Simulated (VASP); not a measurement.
# Pt (Immm) in VASP: single point with r2SCAN

Aim: the single point of Pt with r2SCAN.

Program: VASP 6.6.1. These are calculated values, not measurements. Logs are shortened: lines on timing, memory, paths and dates and some standing lists are left out, and cuts for length are marked.

## 1. The cell of the first run

It takes space group Immm (No. 71, orthorhombic). Conventional cell: a = 2.737 Å, b = 2.835 Å, c = 3.940 Å, α = 90.00°, β = 90.00°, γ = 90.00°. Within 3.6 Å of Pt (site symmetry mmm) lie 12 Pt at 2.74 to 2.83 Å.

## 2. Single point, r2SCAN (strain +0.0350 x Voigt [0, 0, 0, 1, 0, 0])

POSCAR reads:

```
Pt
1.0
    0.0000000000      2.0045873128      2.0045873128
    1.9701103811      0.0344769317      1.9701103811
    1.9701103811      1.9701103811      0.0344769317
Pt
1
Direct
    0.0000000000      0.0000000000      0.0000000000
```

INCAR.step1 reads:

```
SYSTEM = Pt
  PREC = Accurate
  ENCUT = 550
  ISMEAR = 0
  SIGMA = 0.15
  LREAL = .False.
  LASPH = .True.
  NELM = 120
  NBANDS = 11
  GGA = PE
  ALGO = Normal
  EDIFF = 1E-5
  LWAVE = .True.
  LCHARG = .False.
  GGA_COMPAT = .False.
```

INCAR.step2 reads:

```
SYSTEM = Pt
  PREC = Accurate
  ENCUT = 550
  EDIFF = 1E-6
  ISMEAR = 0
  SIGMA = 0.15
  LREAL = .False.
  LASPH = .True.
  NELM = 120
  ALGO = Normal
  ISIF = 2
  LWAVE = .False.
  LCHARG = .False.
  METAGGA = R2SCAN
  LMIXTAU = .True.
  NBANDS = 11
  ISTART = 1
  GGA_COMPAT = .False.
```

KPOINTS reads:

```
regular mesh
0
Gamma
  26 26 26
  0 0 0
```

Potentials or basis: VASP PAW PBE potentials, release 64 (Pt).

On the command line:

```bash
cat potpaw_PBE.64/Pt/POTCAR > POTCAR
cp INCAR.step1 INCAR
mpirun -np 1 vasp_std > vasp.out
cp INCAR.step2 INCAR
mpirun -np 1 vasp_std > vasp.out
```

OUTCAR:

```text
SYSTEM = Pt
   PREC = Accurate
   ENCUT = 550
   EDIFF = 1E-6
   ISMEAR = 0
   LREAL = .False.
   LASPH = .True.
   NELM = 120
   ISIF = 2
   METAGGA = R2SCAN
   ISTART = 1

 ion  position               nearest neighbor table
   1  0.000  0.000  0.000-

  LATTYP: Found a body centered orthorhombic cell.
 ALAT       =     2.7373990759
 B/A-ratio  =     1.0356234097
 C/A-ratio  =     1.4394031169

  Lattice vectors:

 A1 = (  -1.9701103811,   1.9701103811,   0.0344769317)
 A2 = (  -1.9701103811,  -1.9701103811,  -0.0344769317)
 A3 = (   1.9701103811,   0.0344769317,   1.9701103811)

Analysis of symmetry for initial positions (statically):
=====================================================================
 Subroutine PRICEL returns:
 Original cell was already a primitive cell.

 Routine SETGRP: Setting up the symmetry group for a
 body centered orthorhombic supercell.

 Subroutine GETGRP returns: Found  8 space group operations
 (whereof  8 operations were pure point group operations)
 out of a pool of  8 trial point group operations.

The static configuration has the point symmetry D_2h.

Analysis of symmetry for dynamics (positions and initial velocities):
=====================================================================
 Subroutine PRICEL returns:
 Original cell was already a primitive cell.

 Routine SETGRP: Setting up the symmetry group for a
 body centered orthorhombic supercell.

 Subroutine GETGRP returns: Found  8 space group operations
 (whereof  8 operations were pure point group operations)
 out of a pool of  8 trial point group operations.

The dynamic configuration has the point symmetry D_2h.

 Subroutine INISYM returns: Found  8 space group operations
 (whereof  8 operations are pure point group operations),
 and found     1 'primitive' translations

----------------------------------------------------------------------------------------

                                     Primitive cell

  volume of cell :      15.2886

  direct lattice vectors                    reciprocal lattice vectors
     0.000000000  2.004587313  2.004587313    -0.253792886  0.249427898  0.249427898
     1.970110381  0.034476932  1.970110381     0.253792886 -0.258313370  0.258313370
     1.970110381  1.970110381  0.034476932     0.253792886  0.258313370 -0.258313370

  length of vectors
     2.834914565  2.786370127  2.786370127     0.434556535  0.444817293  0.444817293

  position of ions in fractional coordinates (direct lattice)
     0.000000000  0.000000000  0.000000000

  ion indices of the primitive-cell ions
   primitive index   ion index
                 1           1

----------------------------------------------------------------------------------------

 KPOINTS: regular mesh

Automatic generation of k-mesh.
 Grid dimensions read from file:
 generate k-points for:   26   26   26

 Generating k-lattice:

  Cartesian coordinates                     Fractional coordinates (reciprocal lattice)
    -0.009761265  0.009593381  0.009593381     0.038461538  0.000000000  0.000000000
     0.009761265 -0.009935130  0.009935130     0.000000000  0.038461538 -0.000000000
     0.009761265  0.009935130 -0.009935130     0.000000000  0.000000000  0.038461538

  Length of vectors
     0.016713713  0.017108357  0.017108357

  Shift w.r.t. Gamma in fractional coordinates (k-lattice)
     0.000000000  0.000000000  0.000000000

 Subroutine IBZKPT returns following result:
 ===========================================

 Found   2471 irreducible k-points:

 Following reciprocal coordinates:
            Coordinates               Weight
  0.000000  0.000000  0.000000      1.000000
  0.038462  0.000000  0.000000      4.000000
  0.076923  0.000000  0.000000      4.000000
  0.115385 -0.000000 -0.000000      4.000000
  0.153846 -0.000000 -0.000000      4.000000
  0.192308 -0.000000 -0.000000      4.000000
[... 16 lines left out ...]
  0.307692  0.038462 -0.000000      8.000000
  0.346154  0.038462 -0.000000      8.000000
 [... further k-points ...]
   k-points           NKPTS =   2471   k-points in BZ     NKDIM =   2471   number of bands    NBANDS=     11
   number of dos      NEDOS =    301   number of ions     NIONS =      1
   total plane-waves  NPLWV =  13824
   dimension x,y,z NGX =    24 NGY =   24 NGZ =   24
   dimension x,y,z NGXF=    48 NGYF=   48 NGZF=   48
   ions per type =               1
   NGX,Y,Z   is equivalent  to a cutoff of  14.07, 14.32, 14.32 a.u.
   NGXF,Y,Z  is equivalent  to a cutoff of  28.15, 28.64, 28.64 a.u.
 SYSTEM =  Pt
   PREC   = accura    normal or accurate (medium, high low for compatibility)
   ISTART =      1    job   : 0-new  1-cont  2-samecut
   ICHARG =      0    charge: 1-file 2-atom 10-const
   ISPIN  =      1    spin polarized calculation?
   LNONCOLLINEAR =      F non collinear calculations
   LSORBIT =      F    spin-orbit coupling
   LASPH  =      T    aspherical Exc in radial PAW
   ENCUT  =  550.0 eV  40.42 Ry    6.36 a.u.   5.42  5.33  5.33*2*pi/ulx,y,z
   NELM   =    120;   NELMIN=  2; NELMDL=  0     # of ELM steps
   EDIFF  = 0.1E-05   stopping-criterion for ELM
   LREAL  =      F    real-space projection
   EDIFFG = 0.1E-04   stopping-criterion for IOM
   NSW    =      0    number of steps for IOM
   IBRION =     -1    ionic relax: 0-MD 1-quasi-New 2-CG
   NFREE  =      0    steps in history (QN), initial steepest desc. (CG)
   ISIF   =      2    stress and relaxation
   ISYM   =      2    0-nonsym 1-usesym 2-fastsym
   POTIM  = 0.5000    time-step for ionic-motion
   TEBEG  =    0.0;   TEEND  =   0.0 temperature during run
   PSTRESS=    0.0 pullay stress
   NELECT =      10.0000    total number of electrons
   NUPDOWN=      -1.0000    fix difference up-down
   EMIN   =  10.00;   EMAX   =-10.00  energy-range for DOS
   EFERMI =   0.00;   METHOD = LEGACY
   ISMEAR =     0;   SIGMA  =   0.15  broadening in eV -4-tet -1-fermi 0-gaus
   EFERMI_NEDOS =   21; number of points for ismear=-14 and -15
   IALGO  =     38    algorithm
   IMIX   =      4    mixing-type and parameters
     AMIX     =   0.40;   BMIX     =  1.00
     AMIX_MAG =   1.60;   BMIX_MAG =  1.00
  volume/ion in A,a.u.               =      15.29       103.17
  Fermi-wavevector in a.u.,A,eV,Ry     =   1.421080  2.685452 27.476546  2.019469
  Thomas-Fermi vector in A             =   2.541928
   LORBIT       =      0    0 simple, 1 ext, 2 COOP (PROOUT), +10 PAW based schemes
   METAGGA = R2SCAN    functional components
   LHFCALC =     F    Hartree Fock is set to
   AEXX    =    0.0000 exact exchange contribution
   IVDW    =     0    specifies the selected vdW correction
   LEPSILON=     F    determine dielectric tensor
   LRPA    =     F    only Hartree local field effects (RPA)
 non-spin polarized calculation
 Gauss-broadening in eV      SIGMA  =   0.15
  energy-cutoff  :      550.00
  volume of cell :       15.29
 maximum number of plane-waves:       467
 NGX is ok and might be reduce to    24
   NGX = 11   NGY = 11   NGZ = 11

 number of electron      10.0000000 magnetization

 Free energy of the ion-electron system (eV)
  ---------------------------------------------------
  ext. energy  EPLUGINS =         0.00000000
  ---------------------------------------------------
  free energy    TOTEN  =       -51.50616583 eV

  energy without entropy =      -51.48572663  energy(sigma->0) =      -51.49594623

 E-fermi :  10.7470     XC(G=0): -14.5366

 val. band max:       10.7469034344   @ k =  -0.0385   0.4231   0.2308
 cond. band min:      10.7470981283   @ k =  -0.1538   0.2308   0.1923
 fundamental gap:      0.0001946938
 Fermi energy:        10.7470260010

 k-point     1 :       0.0000    0.0000    0.0000
  band No.  band energies     occupation
      1       0.4167      2.00000
      2       6.7186      2.00000
      3       6.8800      2.00000
      4       7.1380      2.00000
      5       9.0517      2.00000
      6       9.0631      2.00000
      7      26.2553      0.00000
      8      30.7775      0.00000
      9      31.3871      0.00000
     10      31.9800      0.00000
     11      37.1900      0.00000

 k-point     2 :       0.0385    0.0000    0.0000
  band No.  band energies     occupation
      1       0.4762      2.00000
      2       6.7102      2.00000
      3       6.8835      2.00000
      4       7.1615      2.00000
      5       9.0415      2.00000
      6       9.0526      2.00000
      7      26.3428      0.00000
      8      30.5594      0.00000
      9      31.3838      0.00000
     10      32.0672      0.00000
     11      37.5431      0.00000

 k-point     3 :       0.0769    0.0000    0.0000
  band No.  band energies     occupation
      1       0.6524      2.00000
      2       6.6668      2.00000
      3       6.9130      2.00000
      4       7.2274      2.00000
      5       9.0163      2.00000
      6       9.0266      2.00000
      7      26.5919      0.00000
      8      29.8461      0.00000
      9      31.5899      0.00000
     10      32.3253      0.00000
     11      38.3299      0.00000

 k-point     4 :       0.1154   -0.0000   -0.0000
  band No.  band energies     occupation
      1       0.9368      2.00000
      2       6.5854      2.00000
      3       6.9747      2.00000
      4       7.3213      2.00000
      5       8.9927      2.00000
      6       9.0011      2.00000
      7      26.9541      0.00000
      8      28.8616      0.00000
      9      32.0143      0.00000
     10      32.7427      0.00000
     11      38.2954      0.00000

 k-point     5 :       0.1538   -0.0000   -0.0000
  band No.  band energies     occupation
      1       1.3134      2.00000
      2       6.4964      2.00000
      3       7.0422      2.00000
      4       7.4171      2.00000
      5       8.9996      2.00000
      6       9.0025      2.00000
      7      27.2222      0.00000
      8      27.8940      0.00000
      9      32.5998      0.00000
     10      33.2988      0.00000
     11      37.0571      0.00000
[... 211 lines left out ...]
 k-point    21 :       0.2308    0.0385   -0.0000
  band No.  band energies     occupation
      1       2.1131      2.00000
      2       6.3947      2.00000
      3       7.1190      2.00000
      4       7.5013      2.00000
      5       8.9968      2.00000
      6       9.3431      2.00000
      7      25.5771      0.00000
      8      28.0502      0.00000
      9      33.0861      0.00000
     10      34.5181      0.00000
     11      35.5208      0.00000

 k-point    22 :       0.2692    0.0385   -0.0000
  band No.  band energies     occupation
      1       2.5548      2.00000
      2       6.5153      2.00000
      3       7.0786      2.00000
      4       7.4603      2.00000
      5       9.2253      2.00000
      6       9.5464      2.00000
      7      24.2098      0.00000
      8      27.9688      0.00000
      9      33.2769      0.00000
     10      34.7791      0.00000
     11      35.7267      0.00000

 k-point    23 :       0.3077    0.0385   -0.0000
  band No.  band energies     occupation
      1       2.9117      2.00000
      2       6.8273      2.00000
      3       7.0035      2.00000
      4       7.3798      2.00000
      5       9.5272      2.00000
      6       9.8027      2.00000
      7      22.7507      0.00000
      8      27.6364      0.00000
      9      32.9412      0.00000
     10      34.5224      0.00000
     11      36.1932      0.00000

 k-point    24 :       0.3462    0.0385   -0.0000
  band No.  band energies     occupation
      1       3.1438      2.00000
      2       6.9121      2.00000
      3       7.2740      2.00000
      4       7.3681      2.00000
      5       9.8663      2.00000
      6      10.0856      2.00000
      7      21.2445      0.00000
      8      27.2033      0.00000
      9      32.2733      0.00000
     10      33.6718      0.00000
     11      36.9845      0.00000

 [... further k-points ...]

------------------------ aborting loop because EDIFF is reached ----------------------------------------

  FORCE on cell =-STRESS in cart. coord.  units (eV):
  Direction    XX          YY          ZZ          XY          YZ          ZX
  --------------------------------------------------------------------------------------
  -------------------------------------------------------------------------------------
  Total        0.0355772      0.1439184      0.1439184      0.0000000     -0.2220283      0.0000000
  in kB        3.7283225     15.0819739     15.0819739      0.0000000    -23.2675337      0.0000000
  external PRESSURE =      11.2974235 kB  Pullay stress =       0.0000000 kB

 VOLUME and BASIS-vectors are now :
 -----------------------------------------------------------------------------
  energy-cutoff  :      550.00
  volume of cell :       15.29
      direct lattice vectors                 reciprocal lattice vectors
     0.000000000  2.004587313  2.004587313    -0.253792886  0.249427898  0.249427898
     1.970110381  0.034476932  1.970110381     0.253792886 -0.258313370  0.258313370
     1.970110381  1.970110381  0.034476932     0.253792886  0.258313370 -0.258313370

 POSITION                                       TOTAL-FORCE (eV/Angst)
 -----------------------------------------------------------------------------------
      0.00000      0.00000      0.00000        -0.000000      0.000000     -0.000000
 -----------------------------------------------------------------------------------
    total drift:                               -0.000000      0.000000      0.000000

  FREE ENERGIE OF THE ION-ELECTRON SYSTEM (eV)
  ---------------------------------------------------
  free  energy   TOTEN  =       -51.5061658280 eV

  energy  without entropy=      -51.4857266291  energy(sigma->0) =      -51.49594623
```

Wall time 19 min (1 thread of AMD EPYC 9R45 (Zen 5), shared host); peak memory 0.51 GiB.

What came out:

| Quantity | Value |
| --- | --- |
| Free energy | -51.5062 eV |
| Pressure | 1.1 GPa |
| Band gap on the k mesh | zero (bands 5 and 6 overlap by 2.40 eV) |

Levels at points of the mesh, in eV from the Fermi level:
| k point | band 1 | band 2 | band 3 | band 4 | band 5 | band 6 | band 7 | band 8 | band 9 | band 10 |
| --- | --- | --- | --- | --- | --- | --- | --- | --- | --- | --- |
| (0.00, 0.00, 0.00) | -10.33 | -4.03 | -3.87 | -3.61 | -1.70 | -1.68 | 15.51 | 20.03 | 20.64 | 21.23 |
| (0.50, 0.00, 0.00) | -7.48 | -4.10 | -3.69 | -0.38 | -0.12 | 0.09 | 5.81 | 15.30 | 19.90 | 20.41 |
| (0.00, 0.50, 0.00) | -7.38 | -4.14 | -3.74 | -0.08 | -0.03 | 0.17 | 6.33 | 15.04 | 19.35 | 19.85 |
| (0.50, 0.50, 0.00) | -7.14 | -6.71 | -0.09 | 0.51 | 0.55 | 1.99 | 9.22 | 11.99 | 12.00 | 21.13 |
| (0.00, 0.50, 0.50) | -7.16 | -6.70 | -0.05 | 0.49 | 0.55 | 1.98 | 9.20 | 11.31 | 12.68 | 21.04 |

Caveat: the cell differs from its parent crystal (strain +0.0350 x Voigt [0, 0, 0, 1, 0, 0]); the PAW data sets were made with another functional, which shifts forces and pressure a little; spin-orbit coupling is left out, which moves the levels of the heavy elements.
